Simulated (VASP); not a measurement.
BaMg2Re2:

```
Re Mg Ba
1.0
     4.55313    0.00000    0.00000
     0.00000    4.55313    0.00000
     0.00000    0.00000   11.02768
Re Mg Ba
4 4 2
Direct
  0.00000 0.50000 0.86700
  0.50000 0.00000 0.13300
  0.00000 0.00000 0.50000
  0.50000 0.50000 0.50000
  0.00000 0.00000 0.00000
  0.50000 0.50000 0.00000
  0.00000 0.50000 0.63100
  0.50000 0.00000 0.36900
  0.00000 0.50000 0.25300
  0.50000 0.00000 0.74700
```

Base run:

* Program: VASP 6.6.1
* Functional: revPBE
* Potentials or basis: VASP PAW PBE potentials, release 64 (Re, Mg, Ba_sv)
* Cutoff: 520 eV
* k mesh: 4 × 4 × 2
* Occupations: fermi-dirac, width 0.1 eV
* Spin: no spin polarisation

Its results: band gap on the k mesh zero (band 28 reaches 3.65 eV, above the bottom of band 29 at 3.23 eV); pressure 3.5 GPa; largest force 0.377 eV/Å.

Q: The run is repeated on the same cell with these changes: functional from revPBE to PBE; further incar settings from ALGO = Normal; EDIFF = 1e-07; NBANDS = 39 to ALGO = Normal; EDIFF = 1e-06; NBANDS = 39. What comes out?

A: Band gap on the k mesh zero (band 28 reaches 3.57 eV, above the bottom of band 29 at 3.15 eV); pressure 2.0 GPa; largest force 0.388 eV/Å.

Caveats: spin-orbit coupling is left out, which moves the levels of the heavy elements; the PAW data sets were made with another functional, which shifts forces and pressure a little (some runs).
